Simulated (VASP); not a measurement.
Write the native input for VASP 6.6.1 that does the following.

```yaml
Task: relaxation of cell and atoms
Functional: PBE
Potentials_or_basis: VASP PAW PBE potentials, release 64 (Be, Zn, O)
Cutoff: 600 eV
k_mesh: 10 × 10 × 8
Occupations: gaussian, width 0.1 eV
Spin: no spin polarisation
Dipole_correction: no
Further_INCAR_settings: ALGO = Normal; EDIFF = 1e-06; IBRION = 2; EDIFFG = -0.01; NSW = 100; ISIF = 3
```

The structure of BeZn4O lies in POSCAR:

```
BeZn4O
1.0
    3.8079650205      0.0000000000      0.0000000000
    0.0000000000      3.8079650205      0.0000000000
    0.0000000000      0.0000000000      5.6625377571
Be Zn O
1 4 1
Direct
    0.5000000000      0.5000000000      0.5000000000
    0.5000000000      0.0000000000      0.7459873583
    0.0000000000      0.5000000000      0.2540126417
    0.5000000000      0.0000000000      0.2540126417
    0.0000000000      0.5000000000      0.7459873583
    0.0000000000      0.0000000000      0.0000000000
```

The cell was generated, and may not be a known phase.

These files were run (other wordings do the same):

INCAR

```
PREC = Accurate
ENCUT = 600
EDIFF = 1E-6
ISMEAR = 0
SIGMA = 0.1
LREAL = F
LASPH = T
NELM = 60
ALGO = Normal
ISIF = 3
LWAVE = F
LCHARG = F
GGA = PE
IBRION = 2
NSW = 100
EDIFFG = -0.01
```

KPOINTS

```
Automatic mesh
0
Gamma
  10 10 8
```

Potentials or basis: VASP PAW PBE potentials, release 64 (Be, Zn, O).

Launch:

```console
$ cat potpaw_PBE.64/Be/POTCAR potpaw_PBE.64/Zn/POTCAR potpaw_PBE.64/O/POTCAR > POTCAR
$ mpirun -np 1 vasp_std > vasp.out
```

Results of the run:

```json
{
  "Relaxed volume": "13.69 Å³/atom",
  "Relaxed cell": "a = 3.839 Å, b = 3.839 Å, c = 5.575 Å, α = 90.00°, β = 90.00°, γ = 90.00°",
  "Space group after relaxing (to 0.1 Å)": "P4/mmm (No. 123)",
  "Energy gained by relaxing": "1.1 meV/atom",
  "Ionic steps": "5",
  "Pressure after relaxing": "0.0 GPa",
  "Largest force after relaxing": "0.006 eV/Å",
  "Band gap on the k mesh": "zero (bands 28 and 29 overlap by 1.66 eV)"
}
```

Run time: 31 min on 1 thread of Intel Xeon 8259CL, on a shared host, peak memory 0.39 GiB.
